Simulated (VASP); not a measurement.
# Bi (R-3m) in VASP: a series of runs, part 2 of 2

VASP 6.6.1. Earlier steps stand in the parts before.

## (3) Single point, LDA (volume scaled by 1.04)

INCAR reads:

```
SYSTEM = Bi
PREC = Accurate
ENCUT = 520
EDIFF = 1E-6
ISMEAR = -1
SIGMA = 0.03
LREAL = .FALSE.
LASPH = .TRUE.
NELM = 100
ALGO = Normal
ISIF = 2
LWAVE = .FALSE.
LCHARG = .TRUE.
LELF = .TRUE.
LVHAR = .TRUE.
NBANDS = 22
```

KPOINTS reads:

```
regular mesh
0
G
  11 11 11
  0 0 0
```

POSCAR reads:

```
Bi
1.0
    2.3029109990      1.3295862852      4.0060322827
   -2.3029109990      1.3295862852      4.0060322827
    0.0000000000     -2.6591725704      4.0060322827
Bi
2
Direct
    0.2338900000      0.2338900000      0.2338900000
    0.7661100000      0.7661100000      0.7661100000
```

Potentials or basis: VASP PAW LDA potentials, release 64 (Bi_d).

Started as:

```
cat potpaw_LDA.64/Bi_d/POTCAR > POTCAR
mpirun -np 1 vasp_std > vasp.out
```

OUTCAR:

```text
SYSTEM = Bi
   PREC = Accurate
   ENCUT = 520
   EDIFF = 1E-6
   ISMEAR = -1
   LREAL = .FALSE.
   LASPH = .TRUE.
   NELM = 100
   ISIF = 2

 ion  position               nearest neighbor table
   1  0.234  0.234  0.234-   2 3.11   2 3.11   2 3.11   2 3.58   2 3.58   2 3.58
   2  0.766  0.766  0.766-   1 3.11   1 3.11   1 3.11   1 3.58   1 3.58   1 3.58

  LATTYP: Found a trigonal (rhomboedric) cell.
 ALAT       =     4.8082734333
 COS(alpha) =     0.5412184017

  Lattice vectors:

 A1 = (   2.3029109990,   1.3295862852,   4.0060322827)
 A2 = (  -2.3029109990,   1.3295862852,   4.0060322827)
 A3 = (   0.0000000000,  -2.6591725704,   4.0060322827)

Analysis of symmetry for initial positions (statically):
=====================================================================
 Subroutine PRICEL returns:
 Original cell was already a primitive cell.

 Routine SETGRP: Setting up the symmetry group for a
 trigonal (rhombohedral) supercell.

 Subroutine GETGRP returns: Found 12 space group operations
 (whereof 12 operations were pure point group operations)
 out of a pool of 12 trial point group operations.

[... 157 lines left out ...]
  free energy    TOTEN  =        -9.06064089 eV

  energy without entropy =       -9.05994877  energy(sigma->0) =       -9.06029483

 E-fermi :   5.5251     XC(G=0):  -9.5955

 val. band max:        5.5136834557   @ k =   0.2727   0.2727   0.1818
 cond. band min:       5.6747005691   @ k =   0.4545   0.0909   0.0909
 fundamental gap:      0.1610171134
 Fermi energy:         5.5250531972

 k-point     1 :       0.0000    0.0000    0.0000
  band No.  band energies     occupation
      1     -17.2278      2.00000
      2     -17.2278      2.00000
      3     -17.0921      2.00000
      4     -17.0921      2.00000
      5     -17.0776      2.00000
      6     -16.9314      2.00000
[... 589 lines left out ...]
     21      13.4044      0.00000
     22      13.9069      0.00000

 [... further k-points ...]

------------------------ aborting loop because EDIFF is reached ----------------------------------------

  FORCE on cell =-STRESS in cart. coord.  units (eV):
  Direction    XX          YY          ZZ          XY          YZ          ZX
  --------------------------------------------------------------------------------------
  -------------------------------------------------------------------------------------
  Total       -1.6041368     -1.6041368     -1.4096679      0.0000000      0.0000000      0.0000000
  in kB      -34.9214765    -34.9214765    -30.6879605      0.0000000      0.0000000      0.0000000
  external PRESSURE =     -33.5103045 kB  Pullay stress =       0.0000000 kB

 VOLUME and BASIS-vectors are now :
 -----------------------------------------------------------------------------
  energy-cutoff  :      520.00
  volume of cell :       73.60
      direct lattice vectors                 reciprocal lattice vectors
     2.302910999  1.329586285  4.006032283     0.217116510  0.125352276  0.083207850
    -2.302910999  1.329586285  4.006032283    -0.217116510  0.125352276  0.083207850
     0.000000000 -2.659172570  4.006032283     0.000000000 -0.250704552  0.083207850

 POSITION                                       TOTAL-FORCE (eV/Angst)
 -----------------------------------------------------------------------------------
      0.00000      0.00000      2.81091         0.000000     -0.000000     -0.106533
      0.00000      0.00000      9.20718         0.000000      0.000000      0.106533
 -----------------------------------------------------------------------------------
    total drift:                                0.000000     -0.000000      0.000000

  FREE ENERGIE OF THE ION-ELECTRON SYSTEM (eV)
  ---------------------------------------------------
  free  energy   TOTEN  =        -9.0606408859 eV

  energy  without entropy=       -9.0599487678  energy(sigma->0) =       -9.06029483
```

Run time: 86 s. Hardware: 1 thread of AMD EPYC 9R45 (Zen 5), shared host; peak memory 0.27 GiB.

What came out:

- Free energy: -9.0606 eV
- Pressure: -3.4 GPa
- Largest force: 0.107 eV/Å
- Band gap on the k mesh: zero (band 15 reaches 5.51 eV, above the bottom of band 16 at 5.47 eV)

Forces on the atoms (eV/Å):
```
Bi   0.000  0.000 -0.107
Bi   0.000  0.000  0.107
```

Caveat: spin-orbit coupling is left out, which moves the levels of the heavy elements.

## (4) Single point, LDA (equal xx and yy strain of -3 %)

INCAR reads:

```
ALGO = Normal
EDIFF = 1E-6
ENCUT = 520
GGA = CA
ISIF = 2
ISMEAR = -1
LASPH = T
LCHARG = F
LREAL = F
LWAVE = F
NBANDS = 22
NELM = 80
PREC = Accurate
SIGMA = 0.03
```

KPOINTS reads:

```
k-points
0
Gamma
  11 11 11
```

POSCAR reads:

```
Bi
1.0
    2.2048096880      1.2729474669      3.9540000000
   -2.2048096880      1.2729474669      3.9540000000
    0.0000000000     -2.5458949337      3.9540000000
Bi
2
Direct
    0.2338900000      0.2338900000      0.2338900000
    0.7661100000      0.7661100000      0.7661100000
```

Started as:

```
cat potpaw_LDA.64/Bi_d/POTCAR > POTCAR
mpirun -np 1 vasp_std > vasp.out
```

Run time: 1.9 min. Hardware: 1 thread of Intel Xeon Platinum 8488C (Sapphire Rapids), shared host; peak memory 0.28 GiB.

It converged, with:

```
Free energy            : -9.1037 eV
Pressure               : 1.6 GPa
Largest force          : 0.319 eV/Å
Band gap on the k mesh : zero (band 15 reaches 6.82 eV, above the bottom of band 16 at 6.65 eV)
```

Forces in eV/Å, atoms in the order of the input:
```
Bi   0.000  0.000  0.319
Bi   0.000  0.000 -0.319
```

Stress tensor (GPa, compression positive):
```
2.01 0.00 0.00
0.00 2.01 0.00
0.00 0.00 0.66
```

Levels at points of the mesh, in eV from the Fermi level:
| k point | band 12 | band 13 | band 14 | band 15 | band 16 | band 17 | band 18 | band 19 |
| --- | --- | --- | --- | --- | --- | --- | --- | --- |
| (0.00, 0.00, 0.00) | -7.33 | -1.87 | -1.24 | -1.24 | 2.49 | 2.98 | 2.98 | 5.57 |

Caveat: the cell differs from its parent crystal (equal xx and yy strain of -3 %); spin-orbit coupling is left out, which moves the levels of the heavy elements.

## (5) Single point, LDA (equal xx and yy strain of -1 %)

INCAR reads:

```
SYSTEM = Bi
PREC     = Accurate       ! precision mode
ENCUT    = 520            ! plane-wave cutoff, eV
EDIFF    = 1E-6           ! SCF threshold, eV
ISMEAR   = -1             ! smearing method
SIGMA    = 0.03           ! smearing width, eV
LREAL    = .FALSE.        ! projectors in reciprocal space
LASPH    = .TRUE.         ! aspherical terms in the spheres
NELM     = 80             ! most SCF steps
ALGO     = Normal         ! electronic algorithm
ISIF     = 2              ! what is computed and relaxed
LWAVE    = .FALSE.        ! write WAVECAR
LCHARG   = .FALSE.        ! write CHGCAR
NBANDS   = 22             ! bands
```

KPOINTS reads:

```
regular mesh
0
G
  11 11 11
  0 0 0
```

POSCAR reads:

```
Bi
1.0
    2.2502696816      1.2991938064      3.9540000000
   -2.2502696816      1.2991938064      3.9540000000
    0.0000000000     -2.5983876128      3.9540000000
Bi
2
Direct
    0.2338900000      0.2338900000      0.2338900000
    0.7661100000      0.7661100000      0.7661100000
```

Started as:

```
cat potpaw_LDA.64/Bi_d/POTCAR > POTCAR
mpirun -np 1 vasp_std > vasp.out
```

It took 2 min on 1 thread of Intel Xeon Platinum 8488C (Sapphire Rapids), shared host; peak memory 0.29 GiB.

It converged, with:

```
Free energy            : -9.1157 eV
Pressure               : -0.8 GPa
Largest force          : 0.138 eV/Å
Band gap on the k mesh : zero (band 15 reaches 6.24 eV, above the bottom of band 16 at 6.16 eV)
```

Forces on the atoms (eV/Å):
```
Bi   0.000  0.000  0.138
Bi   0.000  0.000 -0.138
```

Stress tensor (GPa, compression positive):
```
-0.66  0.00  0.00
 0.00 -0.66  0.00
 0.00  0.00 -0.99
```

Levels at points of the mesh, in eV from the Fermi level:
```
           k point  band 12  band 13  band 14  band 15  band 16  band 17  band 18  band 19
(0.00, 0.00, 0.00)    -7.42    -1.57    -1.20    -1.20     2.50     2.97     2.97     5.66
```

Caveat: the cell differs from its parent crystal (equal xx and yy strain of -1 %); spin-orbit coupling is left out, which moves the levels of the heavy elements.

## (6) Overview

```tsv
cell	gap on the mesh (eV)	pressure (GPa)	largest force (eV/Å)
a = 4.808 Å, angles 57.2°, 2 atoms	none	-3.4	0.11
a = 4.703 Å, angles 55.9°, 2 atoms	none	1.6	0.32
a = 4.731 Å, angles 56.8°, 2 atoms	none	-0.8	0.14
```

Alike in all rows: task single point; level LDA; potentials or basis VASP PAW LDA potentials, release 64 (Bi_d); no spin polarisation; k mesh 11 × 11 × 11; cutoff (eV) 520; smearing fermi-dirac 0.03 eV.

Caveats: spin-orbit coupling is left out, which moves the levels of the heavy elements.

Total energies depend on the potentials used, so only differences within one code and one set of settings carry meaning.
